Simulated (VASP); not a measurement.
# H (I4/mmm) in VASP: further runs

H is run at these levels: r2SCAN; tasks: single point.

Program: VASP 6.6.1. These are calculated values, not measurements. Logs are shortened: lines on timing, memory, paths and dates and some standing lists are left out, and cuts for length are marked.

### 1 The cell of the first run

It takes space group I4/mmm (No. 139, tetragonal). The conventional cell has a = 3.184 Å, b = 3.184 Å, c = 4.649 Å, α = 90.00°, β = 90.00°, γ = 90.00°. H (site symmetry 4mm) has 1 H at 0.84 Å within 1.1 Å.

### 2 Single point, r2SCAN

The input, POSCAR:

```
H
1.0
   -1.5917948804      1.5917948804      2.3245178269
    1.5917948804     -1.5917948804      2.3245178269
    1.5917948804      1.5917948804     -2.3245178269
H
2
Direct
    0.9098622900      0.9098622900      0.0000000000
    0.0901377100      0.0901377100      0.0000000000
```

The input, INCAR.step1:

```
SYSTEM = H
PREC = Accurate ; ENCUT = 520
ISMEAR = 0 ; SIGMA = 0.05
LREAL = .False. ; LASPH = .True.
NELM = 100 ; NBANDS = 8
GGA = PE ; ALGO = Normal
EDIFF = 1E-4 ; LWAVE = .True.
LCHARG = .False.
```

The input, INCAR.step2:

```
SYSTEM = H
PREC = Accurate ; ENCUT = 520
EDIFF = 1E-6 ; ISMEAR = 0
SIGMA = 0.05 ; LREAL = .False.
LASPH = .True. ; NELM = 100
ALGO = Normal ; ISIF = 2
LWAVE = .False. ; LCHARG = .False.
METAGGA = R2SCAN ; LMIXTAU = .True.
NBANDS = 8 ; ISTART = 1
```

The input, KPOINTS:

```
regular mesh
0
Gamma
  10 10 10
  0 0 0
```

Potentials or basis: VASP PAW PBE potentials, release 64 (H).

The run is started by

```bash
$ cat potpaw_PBE.64/H/POTCAR > POTCAR
$ cp INCAR.step1 INCAR
$ mpirun -np 1 vasp_std > vasp.out
$ cp INCAR.step2 INCAR
$ mpirun -np 1 vasp_std > vasp.out
```

OUTCAR:

```text
SYSTEM = H
   PREC = Accurate
   ENCUT = 520
   EDIFF = 1E-6
   ISMEAR = 0
   LREAL = .False.
   LASPH = .True.
   NELM = 100
   ISIF = 2
   METAGGA = R2SCAN
   ISTART = 1

 ion  position               nearest neighbor table
   1  0.910  0.910  0.000-   2 0.84
   2  0.090  0.090  0.000-   1 0.84

  LATTYP: Found a body centered tetragonal cell.
 ALAT       =     3.1835897608
 C/A-ratio  =     1.4603124156

  Lattice vectors:

 A1 = (  -1.5917948804,   1.5917948804,   2.3245178269)
 A2 = (   1.5917948804,  -1.5917948804,   2.3245178269)
 A3 = (   1.5917948804,   1.5917948804,  -2.3245178269)

Analysis of symmetry for initial positions (statically):
=====================================================================
 Subroutine PRICEL returns:
 Original cell was already a primitive cell.

 Routine SETGRP: Setting up the symmetry group for a
 body centered tetragonal supercell.

 Subroutine GETGRP returns: Found 16 space group operations
 (whereof 16 operations were pure point group operations)
 out of a pool of 16 trial point group operations.

The static configuration has the point symmetry D_4h.

Analysis of symmetry for dynamics (positions and initial velocities):
=====================================================================
 Subroutine PRICEL returns:
 Original cell was already a primitive cell.

 Routine SETGRP: Setting up the symmetry group for a
 body centered tetragonal supercell.

 Subroutine GETGRP returns: Found 16 space group operations
 (whereof 16 operations were pure point group operations)
 out of a pool of 16 trial point group operations.

The dynamic configuration has the point symmetry D_4h.

 Subroutine INISYM returns: Found 16 space group operations
 (whereof 16 operations are pure point group operations),
 and found     1 'primitive' translations

----------------------------------------------------------------------------------------

                                     Primitive cell

  volume of cell :      23.5596

  direct lattice vectors                    reciprocal lattice vectors
    -1.591794880  1.591794880  2.324517827     0.000000000  0.314110823  0.215098372
     1.591794880 -1.591794880  2.324517827     0.314110823  0.000000000  0.215098372
     1.591794880  1.591794880 -2.324517827     0.314110823  0.314110823  0.000000000

  length of vectors
     3.235893232  3.235893232  3.235893232     0.380700563  0.380700563  0.444219786

  position of ions in fractional coordinates (direct lattice)
     0.909862290  0.909862290  0.000000000
     0.090137710  0.090137710  0.000000000

  ion indices of the primitive-cell ions
   primitive index   ion index
                 1           1
                 2           2

----------------------------------------------------------------------------------------

 KPOINTS: regular mesh

Automatic generation of k-mesh.
 Grid dimensions read from file:
 generate k-points for:   10   10   10

 Generating k-lattice:

  Cartesian coordinates                     Fractional coordinates (reciprocal lattice)
     0.000000000  0.031411082  0.021509837     0.100000000  0.000000000  0.000000000
     0.031411082  0.000000000  0.021509837     0.000000000  0.100000000  0.000000000
     0.031411082  0.031411082  0.000000000     0.000000000  0.000000000  0.100000000

  Length of vectors
     0.038070056  0.038070056  0.044421979

  Shift w.r.t. Gamma in fractional coordinates (k-lattice)
     0.000000000  0.000000000  0.000000000

 Subroutine IBZKPT returns following result:
 ===========================================

 Found    102 irreducible k-points:

 Following reciprocal coordinates:
            Coordinates               Weight
  0.000000  0.000000  0.000000      1.000000
  0.100000 -0.000000  0.000000      8.000000
  0.200000 -0.000000  0.000000      8.000000
  0.300000  0.000000  0.000000      8.000000
  0.400000  0.000000 -0.000000      8.000000
  0.500000 -0.000000  0.000000      4.000000
[... 16 lines left out ...]
  0.300000  0.300000  0.000000      8.000000
  0.400000  0.300000  0.000000     16.000000
 [... further k-points ...]
   k-points           NKPTS =    102   k-points in BZ     NKDIM =    102   number of bands    NBANDS=      8
   number of dos      NEDOS =    301   number of ions     NIONS =      2
   total plane-waves  NPLWV =  13824
   dimension x,y,z NGX =    24 NGY =   24 NGZ =   24
   dimension x,y,z NGXF=    48 NGYF=   48 NGZF=   48
   ions per type =               2
   NGX,Y,Z   is equivalent  to a cutoff of  12.33, 12.33, 12.33 a.u.
   NGXF,Y,Z  is equivalent  to a cutoff of  24.66, 24.66, 24.66 a.u.
 SYSTEM =  H
   PREC   = accura    normal or accurate (medium, high low for compatibility)
   ISTART =      1    job   : 0-new  1-cont  2-samecut
   ICHARG =      0    charge: 1-file 2-atom 10-const
   ISPIN  =      1    spin polarized calculation?
   LNONCOLLINEAR =      F non collinear calculations
   LSORBIT =      F    spin-orbit coupling
   LASPH  =      T    aspherical Exc in radial PAW
   ENCUT  =  520.0 eV  38.22 Ry    6.18 a.u.   6.02  6.02  6.02*2*pi/ulx,y,z
   NELM   =    100;   NELMIN=  2; NELMDL=  0     # of ELM steps
   EDIFF  = 0.1E-05   stopping-criterion for ELM
   LREAL  =      F    real-space projection
   EDIFFG = 0.1E-04   stopping-criterion for IOM
   NSW    =      0    number of steps for IOM
   IBRION =     -1    ionic relax: 0-MD 1-quasi-New 2-CG
   NFREE  =      0    steps in history (QN), initial steepest desc. (CG)
   ISIF   =      2    stress and relaxation
   ISYM   =      2    0-nonsym 1-usesym 2-fastsym
   POTIM  = 0.5000    time-step for ionic-motion
   TEBEG  =    0.0;   TEEND  =   0.0 temperature during run
   PSTRESS=    0.0 pullay stress
   NELECT =       2.0000    total number of electrons
   NUPDOWN=      -1.0000    fix difference up-down
   EMIN   =  10.00;   EMAX   =-10.00  energy-range for DOS
   EFERMI =   0.00;   METHOD = LEGACY
   ISMEAR =     0;   SIGMA  =   0.05  broadening in eV -4-tet -1-fermi 0-gaus
   EFERMI_NEDOS =   21; number of points for ismear=-14 and -15
   IALGO  =     38    algorithm
   IMIX   =      4    mixing-type and parameters
     AMIX     =   0.40;   BMIX     =  1.00
     AMIX_MAG =   1.60;   BMIX_MAG =  1.00
  volume/ion in A,a.u.               =      11.78        79.49
  Fermi-wavevector in a.u.,A,eV,Ry     =   0.719497  1.359653  7.043413  0.517676
  Thomas-Fermi vector in A             =   1.808708
   LORBIT       =      0    0 simple, 1 ext, 2 COOP (PROOUT), +10 PAW based schemes
   METAGGA = R2SCAN    functional components
   LHFCALC =     F    Hartree Fock is set to
   AEXX    =    0.0000 exact exchange contribution
   IVDW    =     0    specifies the selected vdW correction
   LEPSILON=     F    determine dielectric tensor
   LRPA    =     F    only Hartree local field effects (RPA)
 non-spin polarized calculation
 Gauss-broadening in eV      SIGMA  =   0.05
  energy-cutoff  :      520.00
  volume of cell :       23.56
 maximum number of plane-waves:       652
   NGX = 13   NGY = 13   NGZ = 13

 number of electron       2.0000000 magnetization

 Free energy of the ion-electron system (eV)
  ---------------------------------------------------
  ext. energy  EPLUGINS =         0.00000000
  ---------------------------------------------------
  free energy    TOTEN  =        -6.76532570 eV

  energy without entropy =       -6.76532570  energy(sigma->0) =       -6.76532570

 E-fermi :  -8.0327     XC(G=0):  -5.5821

 val. band max:       -8.2791830318   @ k =   0.5000   0.5000   0.5000
 cond. band min:       0.2452587963   @ k =   0.5000   0.5000   0.5000
 fundamental gap:      8.5244418281
 Fermi energy:        -8.0326534874

 k-point     1 :       0.0000    0.0000    0.0000
  band No.  band energies     occupation
      1     -10.6895      2.00000
      2       6.6089      0.00000
      3       8.0826      0.00000
      4      15.7431      0.00000
      5      15.7431      0.00000
      6      18.2565      0.00000
      7      18.2565      0.00000
      8      19.4790      0.00000

 k-point     2 :       0.1000   -0.0000    0.0000
  band No.  band energies     occupation
      1     -10.5574      2.00000
      2       5.7022      0.00000
      3       8.5378      0.00000
      4      14.6064      0.00000
      5      15.2798      0.00000
      6      17.8275      0.00000
      7      19.0230      0.00000
      8      19.5985      0.00000

 k-point     3 :       0.2000   -0.0000    0.0000
  band No.  band energies     occupation
      1     -10.1858      2.00000
      2       4.0963      0.00000
      3       8.9469      0.00000
      4      12.7093      0.00000
      5      14.6199      0.00000
      6      18.2348      0.00000
      7      19.4650      0.00000
      8      19.8816      0.00000

 k-point     4 :       0.3000    0.0000    0.0000
  band No.  band energies     occupation
      1      -9.6606      2.00000
      2       2.4541      0.00000
      3       9.1192      0.00000
      4      11.2596      0.00000
      5      14.1916      0.00000
      6      17.4746      0.00000
      7      18.9064      0.00000
      8      18.9162      0.00000

 k-point     5 :       0.4000    0.0000   -0.0000
  band No.  band energies     occupation
      1      -9.1598      2.00000
      2       1.1893      0.00000
      3       9.2486      0.00000
      4      10.3300      0.00000
      5      14.0100      0.00000
      6      16.7251      0.00000
      7      17.9105      0.00000
      8      18.0150      0.00000

 k-point     6 :       0.5000   -0.0000    0.0000
  band No.  band energies     occupation
      1      -8.9432      2.00000
      2       0.7029      0.00000
      3       9.3680      0.00000
      4       9.9424      0.00000
      5      13.9738      0.00000
      6      16.4633      0.00000
      7      17.5322      0.00000
      8      17.7013      0.00000

 k-point     7 :       0.1000    0.1000    0.0000
  band No.  band energies     occupation
      1     -10.3439      2.00000
      2       4.5496      0.00000
      3       9.4623      0.00000
      4      12.6156      0.00000
      5      14.9727      0.00000
      6      18.2451      0.00000
      7      19.1489      0.00000
      8      19.5652      0.00000
[... 133 lines left out ...]
 k-point    20 :      -0.4000    0.2000    0.0000
  band No.  band energies     occupation
      1      -9.1685      2.00000
      2       2.6871      0.00000
      3       6.4759      0.00000
      4       9.9450      0.00000
      5      12.5982      0.00000
      6      16.5371      0.00000
      7      18.3567      0.00000
      8      21.1389      0.00000

 k-point    21 :      -0.3000    0.2000    0.0000
  band No.  band energies     occupation
      1      -9.6405      2.00000
      2       4.0107      0.00000
      3       6.5290      0.00000
      4      11.1306      0.00000
      5      13.6480      0.00000
      6      14.7446      0.00000
      7      19.0627      0.00000
      8      21.6304      0.00000

 k-point    22 :      -0.2000    0.2000    0.0000
  band No.  band energies     occupation
      1     -10.0293      2.00000
      2       5.0684      0.00000
      3       6.6933      0.00000
      4      12.5546      0.00000
      5      14.0506      0.00000
      6      15.5654      0.00000
      7      19.1451      0.00000
      8      20.4608      0.00000

 k-point    23 :       0.3000    0.3000    0.0000
  band No.  band energies     occupation
      1      -8.6828      2.00000
      2       1.7518      0.00000
      3       5.7893      0.00000
      4       9.2149      0.00000
      5      11.7570      0.00000
      6      17.9861      0.00000
      7      20.5753      0.00000
      8      22.7248      0.00000

 k-point    24 :       0.4000    0.3000    0.0000
  band No.  band energies     occupation
      1      -8.5330      2.00000
      2       2.1625      0.00000
      3       5.0429      0.00000
      4       8.6936      0.00000
      5      11.0244      0.00000
      6      18.2695      0.00000
      7      19.8002      0.00000
      8      22.1781      0.00000

 [... further k-points ...]

------------------------ aborting loop because EDIFF is reached ----------------------------------------

  FORCE on cell =-STRESS in cart. coord.  units (eV):
  Direction    XX          YY          ZZ          XY          YZ          ZX
  --------------------------------------------------------------------------------------
  -------------------------------------------------------------------------------------
  Total        0.0144688      0.0144688     -2.1655786      0.0000000      0.0000000      0.0000000
  in kB        0.9839588      0.9839588   -147.2710747      0.0000000      0.0000000      0.0000000
  external PRESSURE =     -48.4343857 kB  Pullay stress =       0.0000000 kB

 VOLUME and BASIS-vectors are now :
 -----------------------------------------------------------------------------
  energy-cutoff  :      520.00
  volume of cell :       23.56
      direct lattice vectors                 reciprocal lattice vectors
    -1.591794880  1.591794880  2.324517827     0.000000000  0.314110823  0.215098372
     1.591794880 -1.591794880  2.324517827     0.314110823  0.000000000  0.215098372
     1.591794880  1.591794880 -2.324517827     0.314110823  0.314110823  0.000000000

 POSITION                                       TOTAL-FORCE (eV/Angst)
 -----------------------------------------------------------------------------------
      0.00000      0.00000      4.22998         0.000000      0.000000      2.570919
      0.00000      0.00000      0.41905        -0.000000     -0.000000     -2.570919
 -----------------------------------------------------------------------------------
    total drift:                               -0.000000      0.000000      0.000000

  FREE ENERGIE OF THE ION-ELECTRON SYSTEM (eV)
  ---------------------------------------------------
  free  energy   TOTEN  =        -6.7653257050 eV

  energy  without entropy=       -6.7653257050  energy(sigma->0) =       -6.76532570
```

Wall time 2.5 min (1 thread of AMD EPYC 7R13, shared host); peak memory 0.11 GiB.

What came out:

| Quantity | Value |
| --- | --- |
| Free energy | -6.7653 eV |
| Pressure | -4.8 GPa |
| Largest force | 2.571 eV/Å |
| Band gap on the k mesh | 8.52 eV, direct |

Forces on the atoms (eV/Å):
```
H    0.000  0.000  2.571
H    0.000  0.000 -2.571
```

Stress tensor (GPa, compression positive):
```
  0.10   0.00   0.00
  0.00   0.10   0.00
  0.00   0.00 -14.73
```

Levels at points of the mesh, in eV from the valence-band top:
| k point | band 1 | band 2 | band 3 | band 4 | band 5 |
| --- | --- | --- | --- | --- | --- |
| (0.00, 0.00, 0.00) | -2.41 | 14.89 | 16.36 | 24.02 | 24.02 |
| (0.50, 0.00, 0.00) | -0.66 | 8.98 | 17.65 | 18.22 | 22.25 |
| (0.50, 0.50, 0.00) | -0.19 | 11.72 | 13.18 | 16.73 | 18.24 |
| (0.50, 0.50, 0.50) | 0.00 | 8.52 | 15.95 | 18.18 | 18.18 |

Caveat: the PAW data sets were made with another functional, which shifts forces and pressure a little. A k mesh can miss the band edges.

[end of part 1 of 2]
